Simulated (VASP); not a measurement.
Runs of VASP 6.6.1 on LiH. The structure is cubic, space group Fm-3m (No. 225). Conventional cell: a = 4.006 Å, b = 4.006 Å, c = 4.006 Å, α = 90.00°, β = 90.00°, γ = 90.00°. Li (site symmetry m-3m) has 6 H at 2.00 Å within 2.7 Å. Within 2.7 Å of H (site symmetry m-3m) lie 6 Li at 2.00 Å. 

| level | k mesh | smearing | grid for exact exchange (PRECFOCK) | screening parameter | share of exact exchange | gap on the mesh (eV) |
| --- | --- | --- | --- | --- | --- | --- |
| HSE06 | 6 × 6 × 6 | gaussian 0.01 eV | Normal | 0.2079 1/Å | - | 3.97 |
| PBE | 4 × 4 × 4 | gaussian 0.01 eV | - | - | - | 2.97 |
| HSE06 | 6 × 6 × 6 | methfessel-paxton 0.5 eV | Normal | 0.2079 1/Å | - | 3.97 |
| PBE-based global hybrid | 6 × 6 × 6 | gaussian 0.01 eV | Normal | - | 0.75 | (a) |
| r2SCAN | 8 × 8 × 8 | gaussian 0.01 eV | - | - | - | 3.58 |
| PBE-based screened hybrid | 6 × 6 × 6 | gaussian 0.01 eV | Normal | 0.5 1/Å | 0.2 | 3.38 |

Alike in all rows: task single point; potentials or basis VASP PAW PBE potentials, release 64 (Li_sv, H); no spin polarisation; cell as given; cutoff (eV) 520.

Problem. Estimate the missing entries.

Solution. (a) 8.34.

Caveats: some runs use coarse meshes.

A k mesh can miss the band edges.
